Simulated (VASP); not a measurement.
Set up this calculation in VASP 6.6.1, as the native input.

| Quantity | Value |
| --- | --- |
| Task | single point |
| Functional | r2SCAN |
| Potentials or basis | VASP PAW PBE potentials, release 64 (Al, N) |
| Cutoff | 520 eV |
| k mesh | 12 × 12 × 6 |
| Occupations | gaussian, width 0.05 eV |
| Spin | no spin polarisation |
| Dipole correction | no |
| Further INCAR settings | ALGO = Normal; EDIFF = 1e-06; NBANDS = 16 |

The system is AlN.

```xyz
4
Lattice="3.2309 0.0000 0.0000 -1.6155 2.7981 0.0000 0.0000 0.0000 5.3767" Properties=species:S:1:pos:R:3 pbc="T T T"
Al    0.0000    1.8654    0.0091
Al    1.6155    0.9327    2.6974
N     0.0000    1.8654    2.0609
N     1.6155    0.9327    4.7493
```

This cell differs from its parent crystal: strain +0.040 along x and y, +0.080 along z.

The input as run:

POSCAR

```
AlN
1.0
    3.2309319515      0.0000000000      0.0000000000
   -1.6154659757      2.7980691479      0.0000000000
    0.0000000000      0.0000000000      5.3766772330
Al N
2 2
Direct
    0.3333333333      0.6666666667      0.0016929024
    0.6666666667      0.3333333333      0.5016929024
    0.3333333333      0.6666666667      0.3833070976
    0.6666666667      0.3333333333      0.8833070976
```

INCAR.step1

```
PREC = Accurate ; ENCUT = 520
ISMEAR = 0 ; SIGMA = 0.05
LREAL = F ; LASPH = T
NELM = 100 ; NBANDS = 16
GGA = PE ; ALGO = Normal
EDIFF = 1E-4 ; LWAVE = T
LCHARG = F
```

INCAR.step2

```
PREC = Accurate ; ENCUT = 520
EDIFF = 1E-6 ; ISMEAR = 0
SIGMA = 0.05 ; LREAL = F
LASPH = T ; NELM = 100
ALGO = Normal ; ISIF = 2
LWAVE = F ; LCHARG = F
METAGGA = R2SCAN ; LMIXTAU = T
NBANDS = 16 ; ISTART = 1
```

KPOINTS

```
regular mesh
0
Gamma
  12 12 6
```

Potentials or basis: VASP PAW PBE potentials, release 64 (Al, N).

Command:

```console
$ cat potpaw_PBE.64/Al/POTCAR potpaw_PBE.64/N/POTCAR > POTCAR
$ cp INCAR.step1 INCAR
$ mpirun -np 1 vasp_std > vasp.out
$ cp INCAR.step2 INCAR
$ mpirun -np 1 vasp_std > vasp.out
```

It gave:

```yaml
Pressure: -24.1 GPa
Largest_force: 0.120 eV/Å
Band_gap_on_the_k_mesh: 3.59 eV, direct
```

Caveat: the cell differs from its parent crystal (strain +0.040 along x and y, +0.080 along z); the PAW data sets were made with another functional, which shifts forces and pressure a little.

It took 55 s on 1 thread of Intel(R) Xeon(R) 6975P-C (Granite Rapids), on a shared host, peak memory 0.19 GiB.
